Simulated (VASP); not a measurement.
# TiC (Fm-3m) in VASP: further runs

Runs on TiC. Level: PBEsol. Tasks: single point.

Program: VASP 6.6.1. These are calculated values, not measurements. Logs are shortened: lines on timing, memory, paths and dates and some standing lists are left out, and cuts for length are marked.

**1. The cell of the first run**

Symmetry: Fm-3m, No. 225, cubic system. The conventional cell has a = 4.413 Å, b = 4.413 Å, c = 4.413 Å, α = 90.00°, β = 90.00°, γ = 90.00°. Within 2.9 Å of Ti (site symmetry m-3m) lie 6 C at 2.21 Å. Within 2.9 Å of C (site symmetry m-3m) lie 6 Ti at 2.21 Å.

**2. Single point, PBEsol (10.74 Å³/atom)**

INCAR

```
SYSTEM = TiC
ALGO     = Normal         ! electronic algorithm
EDIFF    = 1E-6           ! SCF threshold, eV
ENCUT    = 520            ! plane-wave cutoff, eV
GGA      = PS             ! functional
ISIF     = 2              ! what is computed and relaxed
ISMEAR   = -1             ! smearing method
LASPH    = .True.         ! aspherical terms in the spheres
LCHARG   = .True.         ! write CHGCAR
LELF     = .True.         ! ELF
LREAL    = .False.        ! projectors in reciprocal space
LVHAR    = .True.       
LWAVE    = .False.        ! write WAVECAR
NBANDS   = 15             ! bands
NELM     = 100            ! most SCF steps
PREC     = Accurate       ! precision mode
SIGMA    = 0.03           ! smearing width, eV
```

KPOINTS

```
k-points
0
Gamma
  16 16 16
  0 0 0
```

POSCAR

```
TiC
1.0
    0.0000000000      2.2064421477      2.2064421477
    2.2064421477      0.0000000000      2.2064421477
    2.2064421477      2.2064421477      0.0000000000
Ti C
1 1
Direct
    0.0000000000      0.0000000000      0.0000000000
    0.5000000000      0.5000000000      0.5000000000
```

Potentials or basis: VASP PAW PBE potentials, release 64 (Ti_sv, C).

The run is started by

```console
$ cat potpaw_PBE.64/Ti_sv/POTCAR potpaw_PBE.64/C/POTCAR > POTCAR
$ mpirun -np 1 vasp_std > vasp.out
```

OUTCAR:

```text
SYSTEM = TiC
   EDIFF = 1E-6
   ENCUT = 520
   GGA = PS
   ISIF = 2
   ISMEAR = -1
   LASPH = .True.
   LREAL = .False.
   NELM = 100
   PREC = Accurate

 ion  position               nearest neighbor table
   1  0.000  0.000  0.000-   2 2.21   2 2.21   2 2.21   2 2.21   2 2.21   2 2.21
   2  0.500  0.500  0.500-   1 2.21   1 2.21   1 2.21   1 2.21   1 2.21   1 2.21

  LATTYP: Found a face centered cubic cell.
 ALAT       =     4.4128842954

  Lattice vectors:

 A1 = (   0.0000000000,   2.2064421477,   2.2064421477)
 A2 = (   2.2064421477,   0.0000000000,   2.2064421477)
 A3 = (   2.2064421477,   2.2064421477,   0.0000000000)

Analysis of symmetry for initial positions (statically):
=====================================================================
 Subroutine PRICEL returns:
 Original cell was already a primitive cell.

 Routine SETGRP: Setting up the symmetry group for a
 face centered cubic supercell.

 Subroutine GETGRP returns: Found 48 space group operations
 (whereof 48 operations were pure point group operations)
 out of a pool of 48 trial point group operations.

The static configuration has the point symmetry O_h .

Analysis of symmetry for dynamics (positions and initial velocities):
=====================================================================
 Subroutine PRICEL returns:
 Original cell was already a primitive cell.

 Routine SETGRP: Setting up the symmetry group for a
 face centered cubic supercell.

 Subroutine GETGRP returns: Found 48 space group operations
 (whereof 48 operations were pure point group operations)
 out of a pool of 48 trial point group operations.

The dynamic configuration has the point symmetry O_h .

 Subroutine INISYM returns: Found 48 space group operations
 (whereof 48 operations are pure point group operations),
 and found     1 'primitive' translations

----------------------------------------------------------------------------------------

                                     Primitive cell

  volume of cell :      21.4836

  direct lattice vectors                    reciprocal lattice vectors
     0.000000000  2.206442148  2.206442148    -0.226609159  0.226609159  0.226609159
     2.206442148  0.000000000  2.206442148     0.226609159 -0.226609159  0.226609159
     2.206442148  2.206442148  0.000000000     0.226609159  0.226609159 -0.226609159

  length of vectors
     3.120380410  3.120380410  3.120380410     0.392498577  0.392498577  0.392498577

  position of ions in fractional coordinates (direct lattice)
     0.000000000  0.000000000  0.000000000
     0.500000000  0.500000000  0.500000000

  ion indices of the primitive-cell ions
   primitive index   ion index
                 1           1
                 2           2

----------------------------------------------------------------------------------------

 KPOINTS: k-points

Automatic generation of k-mesh.
 Grid dimensions read from file:
 generate k-points for:   16   16   16

 Generating k-lattice:

  Cartesian coordinates                     Fractional coordinates (reciprocal lattice)
    -0.014163072  0.014163072  0.014163072     0.062500000  0.000000000  0.000000000
     0.014163072 -0.014163072  0.014163072     0.000000000  0.062500000  0.000000000
     0.014163072  0.014163072 -0.014163072     0.000000000  0.000000000  0.062500000

  Length of vectors
     0.024531161  0.024531161  0.024531161

  Shift w.r.t. Gamma in fractional coordinates (k-lattice)
     0.000000000  0.000000000  0.000000000

 Subroutine IBZKPT returns following result:
 ===========================================

 Found    145 irreducible k-points:

 Following reciprocal coordinates:
            Coordinates               Weight
  0.000000  0.000000  0.000000      1.000000
  0.062500  0.000000  0.000000      8.000000
  0.125000  0.000000  0.000000      8.000000
  0.187500  0.000000  0.000000      8.000000
  0.250000  0.000000  0.000000      8.000000
  0.312500  0.000000  0.000000      8.000000
[... 16 lines left out ...]
 -0.125000  0.062500  0.000000     24.000000
 -0.062500  0.062500  0.000000     12.000000
 [... further k-points ...]
   k-points           NKPTS =    145   k-points in BZ     NKDIM =    145   number of bands    NBANDS=     15
   number of dos      NEDOS =    301   number of ions     NIONS =      2
   total plane-waves  NPLWV =  13824
   dimension x,y,z NGX =    24 NGY =   24 NGZ =   24
   dimension x,y,z NGXF=    48 NGYF=   48 NGZF=   48
   ions per type =               1   1
   NGX,Y,Z   is equivalent  to a cutoff of  12.79, 12.79, 12.79 a.u.
   NGXF,Y,Z  is equivalent  to a cutoff of  25.57, 25.57, 25.57 a.u.
 SYSTEM =  TiC
   PREC   = accura    normal or accurate (medium, high low for compatibility)
   ISTART =      0    job   : 0-new  1-cont  2-samecut
   ICHARG =      2    charge: 1-file 2-atom 10-const
   ISPIN  =      1    spin polarized calculation?
   LNONCOLLINEAR =      F non collinear calculations
   LSORBIT =      F    spin-orbit coupling
   LASPH  =      T    aspherical Exc in radial PAW
   ENCUT  =  520.0 eV  38.22 Ry    6.18 a.u.   5.80  5.80  5.80*2*pi/ulx,y,z
   NELM   =    100;   NELMIN=  2; NELMDL= -5     # of ELM steps
   EDIFF  = 0.1E-05   stopping-criterion for ELM
   LREAL  =      F    real-space projection
   EDIFFG = 0.1E-04   stopping-criterion for IOM
   NSW    =      0    number of steps for IOM
   IBRION =     -1    ionic relax: 0-MD 1-quasi-New 2-CG
   NFREE  =      0    steps in history (QN), initial steepest desc. (CG)
   ISIF   =      2    stress and relaxation
   ISYM   =      2    0-nonsym 1-usesym 2-fastsym
   POTIM  = 0.5000    time-step for ionic-motion
   TEBEG  =    0.0;   TEEND  =   0.0 temperature during run
   PSTRESS=    0.0 pullay stress
   NELECT =      16.0000    total number of electrons
   NUPDOWN=      -1.0000    fix difference up-down
   EMIN   =  10.00;   EMAX   =-10.00  energy-range for DOS
   EFERMI =   0.00;   METHOD = LEGACY
   ISMEAR =    -1;   SIGMA  =   0.03  broadening in eV -4-tet -1-fermi 0-gaus
   EFERMI_NEDOS =   21; number of points for ismear=-14 and -15
   IALGO  =     38    algorithm
   IMIX   =      4    mixing-type and parameters
     AMIX     =   0.40;   BMIX     =  1.00
     AMIX_MAG =   1.60;   BMIX_MAG =  1.00
  volume/ion in A,a.u.               =      10.74        72.49
  Fermi-wavevector in a.u.,A,eV,Ry     =   1.483926  2.804214 29.960529  2.202037
  Thomas-Fermi vector in A             =   2.597527
   LORBIT       =      0    0 simple, 1 ext, 2 COOP (PROOUT), +10 PAW based schemes
   GGA     = PS    functional components
   LHFCALC =     F    Hartree Fock is set to
   AEXX    =    0.0000 exact exchange contribution
   IVDW    =     0    specifies the selected vdW correction
   LEPSILON=     F    determine dielectric tensor
   LRPA    =     F    only Hartree local field effects (RPA)
 non-spin polarized calculation
  energy-cutoff  :      520.00
  volume of cell :       21.48
 maximum number of plane-waves:       604
   NGX = 11   NGY = 11   NGZ = 11

 number of electron      15.9999998 magnetization

 Free energy of the ion-electron system (eV)
  ---------------------------------------------------
  ext. energy  EPLUGINS =         0.00000000
  ---------------------------------------------------
  free energy    TOTEN  =       -19.69955282 eV

  energy without entropy =      -19.69816061  energy(sigma->0) =      -19.69885672

 E-fermi :   8.6468     XC(G=0): -12.5727

 val. band max:        8.6352074592   @ k =  -0.0625   0.0625   0.0000
 cond. band min:       8.6498230357   @ k =  -0.0625   0.0625   0.0000
 fundamental gap:      0.0146155765
 Fermi energy:         8.6468087908

 k-point     1 :       0.0000    0.0000    0.0000
  band No.  band energies     occupation
      1     -47.8320      2.00000
      2     -23.9841      2.00000
      3     -23.9841      2.00000
      4     -23.9841      2.00000
      5      -3.4469      2.00000
      6       9.3013      0.00000
      7       9.3013      0.00000
      8       9.3013      0.00000
      9      10.2681      0.00000
     10      10.2681      0.00000
     11      10.2915      0.00000
     12      10.2915      0.00000
     13      10.2915      0.00000
     14      18.3288      0.00000
     15      22.3612      0.00000

 k-point     2 :       0.0625    0.0000    0.0000
  band No.  band energies     occupation
      1     -47.8298      2.00000
      2     -24.0003      2.00000
      3     -23.9857      2.00000
      4     -23.9857      2.00000
      5      -3.3639      2.00000
      6       8.8918      0.00057
      7       9.1202      0.00000
      8       9.1202      0.00000
      9       9.6319      0.00000
     10       9.6319      0.00000
     11      10.4945      0.00000
     12      11.2284      0.00000
     13      11.2284      0.00000
     14      18.4940      0.00000
     15      22.3769      0.00000

 k-point     3 :       0.1250    0.0000    0.0000
  band No.  band energies     occupation
      1     -47.8236      2.00000
      2     -24.0460      2.00000
      3     -23.9902      2.00000
      4     -23.9902      2.00000
      5      -3.1195      2.00000
      6       8.0561      2.00000
      7       8.4055      1.99936
      8       8.4055      1.99936
      9       9.6943      0.00000
     10       9.6943      0.00000
     11      10.7798      0.00000
     12      12.2282      0.00000
     13      12.2282      0.00000
     14      18.8984      0.00000
     15      22.3405      0.00000
[... 343 lines left out ...]
 k-point    23 :      -0.1250    0.0625    0.0000
  band No.  band energies     occupation
      1     -47.8190      2.00000
      2     -24.0727      2.00000
      3     -24.0053      2.00000
      4     -23.9882      2.00000
      5      -2.9371      2.00000
      6       7.5888      2.00000
      7       7.9269      2.00000
      8       8.1096      2.00000
      9       9.5883      0.00000
     10      10.1055      0.00000
     11      11.0774      0.00000
     12      12.0670      0.00000
     13      13.1395      0.00000
     14      19.1722      0.00000
     15      22.2897      0.00000

 k-point    24 :      -0.0625    0.0625    0.0000
  band No.  band energies     occupation
      1     -47.8263      2.00000
      2     -24.0226      2.00000
      3     -23.9949      2.00000
      4     -23.9852      2.00000
      5      -3.2278      2.00000
      6       8.4540      1.99677
      7       8.6352      1.19098
      8       8.6498      0.94980
      9       9.4046      0.00000
     10       9.9522      0.00000
     11      10.8314      0.00000
     12      11.3252      0.00000
     13      12.1569      0.00000
     14      18.7479      0.00000
     15      22.3798      0.00000

 [... further k-points ...]
[... 5 lines left out ...]
  --------------------------------------------------------------------------------------
  -------------------------------------------------------------------------------------
  Total       -2.4924029     -2.4924029     -2.4924029      0.0000000      0.0000000     -0.0000000
  in kB     -185.8750967   -185.8750967   -185.8750967      0.0000000      0.0000000     -0.0000000
  external PRESSURE =    -185.8750967 kB  Pullay stress =       0.0000000 kB

 VOLUME and BASIS-vectors are now :
 -----------------------------------------------------------------------------
  energy-cutoff  :      520.00
  volume of cell :       21.48
      direct lattice vectors                 reciprocal lattice vectors
     0.000000000  2.206442148  2.206442148    -0.226609159  0.226609159  0.226609159
     2.206442148  0.000000000  2.206442148     0.226609159 -0.226609159  0.226609159
     2.206442148  2.206442148  0.000000000     0.226609159  0.226609159 -0.226609159

 POSITION                                       TOTAL-FORCE (eV/Angst)
 -----------------------------------------------------------------------------------
      0.00000      0.00000      0.00000        -0.000000      0.000000      0.000000
      2.20644      2.20644      2.20644         0.000000     -0.000000     -0.000000
 -----------------------------------------------------------------------------------
    total drift:                                0.000000     -0.000000     -0.000000

  FREE ENERGIE OF THE ION-ELECTRON SYSTEM (eV)
  ---------------------------------------------------
  free  energy   TOTEN  =       -19.6995528243 eV

  energy  without entropy=      -19.6981606112  energy(sigma->0) =      -19.69885672
```

Wall time 47 s (1 thread of Intel Xeon 8259CL, shared host); peak memory 0.18 GiB.

Results:

```yaml
Free_energy: -19.6996 eV
Pressure: -18.6 GPa
Band_gap_on_the_k_mesh: zero (bands 8 and 9 overlap by 1.03 eV)
```

Levels at points of the mesh, in eV from the Fermi level:
```csv
k point,band 5,band 6,band 7,band 8,band 9,band 10,band 11,band 12
"(0.00, 0.00, 0.00)",-12.09,0.65,0.65,0.65,1.62,1.62,1.64,1.64
"(0.50, 0.00, 0.00)",-8.83,-5.61,-2.71,-2.71,2.71,2.71,3.81,7.70
"(0.50, 0.50, 0.00)",-9.83,-3.38,-1.50,-0.05,-0.05,2.55,3.27,3.27
```

Caveat: the cell stands under tension; the PAW data sets were made with another functional, which shifts forces and pressure a little.

**3. Single point, PBEsol (10.74 Å³/atom)**

INCAR

```
PREC     = Accurate       # precision mode
ENCUT    = 520            # plane-wave cutoff, eV
EDIFF    = 1E-6           # SCF threshold, eV
ISMEAR   = -1             # smearing method
SIGMA    = 0.03           # smearing width, eV
LREAL    = False          # projectors in reciprocal space
LASPH    = True           # aspherical terms in the spheres
NELM     = 80             # most SCF steps
ALGO     = Normal         # electronic algorithm
ISIF     = 2              # what is computed and relaxed
LWAVE    = False          # write WAVECAR
LCHARG   = True           # write CHGCAR
GGA      = PS             # functional
LELF     = True           # ELF
LVHAR    = True         
NBANDS   = 15             # bands
```

KPOINTS

```
regular mesh
0
Gamma
  16 16 16
```

POSCAR is that of step 2.

Potentials or basis: VASP PAW PBE potentials, release 64 (Ti_sv, C).

The run is started by

```console
$ cat potpaw_PBE.64/Ti_sv/POTCAR potpaw_PBE.64/C/POTCAR > POTCAR
$ mpirun -np 1 vasp_std > vasp.out
```

Wall time 47 s (1 thread of Intel Xeon 8259CL, shared host); peak memory 0.17 GiB.

It converged, with:

```
Free energy            : -19.6996 eV
Pressure               : -18.6 GPa
Band gap on the k mesh : zero (bands 8 and 9 overlap by 1.03 eV)
```

Levels at points of the mesh, in eV from the Fermi level:
```
           k point  band 4  band 5  band 6  band 7  band 8  band 9  band 10  band 11  band 12  band 13
(0.00, 0.00, 0.00)  -32.63  -12.09    0.65    0.65    0.65    1.62     1.62     1.64     1.64     1.64
(0.50, 0.00, 0.00)  -32.67   -8.83   -5.61   -2.71   -2.71    2.71     2.71     3.81     7.70     7.70
(0.50, 0.50, 0.00)  -32.77   -9.83   -3.38   -1.50   -0.05   -0.05     2.55     3.27     3.27     5.36
```

Caveat: the cell stands under tension; the PAW data sets were made with another functional, which shifts forces and pressure a little.
